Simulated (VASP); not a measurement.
Input of a VASP 6.6.1 run:

INCAR

```
SYSTEM = MgS
ALGO     = Normal         ! electronic algorithm
EDIFF    = 1E-7           ! SCF threshold, eV
ENCUT    = 520            ! plane-wave cutoff, eV
GGA      = PE             ! functional
ISIF     = 2              ! what is computed and relaxed
ISMEAR   = -1             ! smearing method
LASPH    = .TRUE.         ! aspherical terms in the spheres
LCHARG   = .FALSE.        ! write CHGCAR
LREAL    = .FALSE.        ! projectors in reciprocal space
LWAVE    = .FALSE.        ! write WAVECAR
NBANDS   = 16             ! bands
NELM     = 80             ! most SCF steps
PREC     = Accurate       ! precision mode
SIGMA    = 0.02           ! smearing width, eV
```

Contents of KPOINTS:

```
k-points
0
G
  12 12 4
  0 0 0
```

File POSCAR:

```
MgS
1.0
    4.1144353580      0.0000000000      0.0000000000
   -2.0572176790      3.4888921397      0.0000000000
    0.0000000000      0.0000000000      6.4543927776
Mg S
2 2
Direct
    0.3330127315      0.6660254631     -0.0039338035
    0.6669872685      0.3339745369      0.4960661965
    0.3307157694      0.6614315389      0.3789338035
    0.6692842306      0.3385684611      0.8789338035
```

Potentials or basis: VASP PAW PBE potentials, release 64 (Mg, S).

Launch:

```sh
$ cat potpaw_PBE.64/Mg/POTCAR potpaw_PBE.64/S/POTCAR > POTCAR
$ mpirun -np 1 vasp_std > vasp.out
```

Problem. Estimate the largest force.

Solution. 0.006 eV/Å.

Problem. Predict the pressure.

Solution. -0.3 GPa.

Problem. Estimate the band gap on the k mesh.

Solution. 3.32 eV.

Forces in eV/Å, atoms in the order of the input:
```
Mg   0.000  0.001 -0.006
Mg   0.000 -0.001 -0.006
S    0.000 -0.002  0.006
S    0.000  0.002  0.006
```

Caveat: the cell differs from its parent crystal (uniaxial x strain +2.1%). A k mesh can miss the band edges.
